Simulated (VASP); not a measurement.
Cd4InO, 6 atoms in the cell. Symmetry: P-6m2, No. 187, hexagonal system. Conventional cell: a = 5.734 Å, b = 5.734 Å, c = 5.303 Å, α = 90.00°, β = 90.00°, γ = 120.00°. Within 4.1 Å of Cd (site symmetry -6m2) lie 6 Cd at 3.12 Å and 3 In at 3.31 Å and 3 O at 3.31 Å. Cd (site symmetry mm2) has 6 Cd at 2.85 to 3.12 Å and 2 In at 3.13 Å and 4 O at 3.91 Å within 4.0 Å. In (site symmetry -6m2) has 9 Cd at 3.13 to 3.31 Å and 3 O at 3.31 Å within 4.1 Å. Within 4.4 Å of O (site symmetry -6m2) lie 15 Cd at 3.31 to 3.91 Å and 3 In at 3.31 Å. The cell was built from a structure type or drawn by symmetry, and may not be a known phase.

- Program: VASP 6.6.1
- Task: single point
- Functional: PBE
- Potentials or basis: VASP PAW PBE potentials, release 64 (Cd, In_d, O)
- Cutoff: 520 eV
- k mesh: 3 × 3 × 4
- Occupations: gaussian, width 0.1 eV
- Spin: collinear spin, ferromagnetic start
- Starting moments: [0.0, 0.0, 0.0, 0.0, 0.0, 1.0] μB
- Dipole correction: no
- Further INCAR settings: ALGO = Normal; EDIFF = 1e-06; NBANDS = 46

Potentials or basis: VASP PAW PBE potentials, release 64 (Cd, In_d, O).

The run is started by

```bash
$ cat potpaw_PBE.64/Cd/POTCAR potpaw_PBE.64/In_d/POTCAR potpaw_PBE.64/O/POTCAR > POTCAR
$ mpirun -np 1 vasp_std > vasp.out
```

Hardware: 1 thread of AMD EPYC 7R43 64-Core Processor (Zen 3) (shared host).

Q: Estimate the wall time of this run.

A: Wall time 4.2 min on 1 thread of AMD EPYC 7R43 64-Core Processor (Zen 3), on a shared host, peak memory 0.38 GiB. Counts: scf iterations 30, k points 9.
